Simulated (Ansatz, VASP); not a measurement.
## Al: VASP beside Ansatz

```xyz
6
Lattice="2.6812 -2.6806 0.0000 2.6812 2.6806 0.0000 0.0000 0.0000 8.4159" Properties=species:S:1:pos:R:3 pbc="T T T"
Al    2.6812    1.3397    5.6102
Al    2.6812   -1.3397    5.6102
Al    2.6812   -1.3397    2.8057
Al    2.6812    1.3397    2.8057
Al    2.6812    1.3401    0.0000
Al    2.6812   -1.3401    0.0000
```

Alike in both runs: functional PBE; k mesh 4 × 4 × 4; occupations gaussian, width 0.1 eV; no spin polarisation.

Ansatz relaxed the structure, and its values are those at the end. VASP's run is a single point on that final structure, the one shown.

|  | VASP | Ansatz |
| --- | --- | --- |
| version | VASP 6.6.1 | Ansatz 0.2.0 |
| potentials or method | VASP PAW PBE potentials, release 64 (Al), cutoff 520 eV | scalar-relativistic, plane waves, PAW |
| valence electrons in the cell | 18 | 18 |

|  | VASP | Ansatz | Ansatz less VASP |
| --- | --- | --- | --- |
| gap on the k mesh at the Fermi level (eV) | none | none | - |
| pressure (GPa) | -0.1 | -0.1 | +0.02 |
| rms of the force components (eV/Å) | 0.004 | 0.004 | 0.0000 |

A gap of «none» marks a metal or a gap that the smearing closes. With one functional, cell and mesh, what is left measures potentials, basis and numerics.

The k mesh is coarse, so the values compare programs but aren't converged.
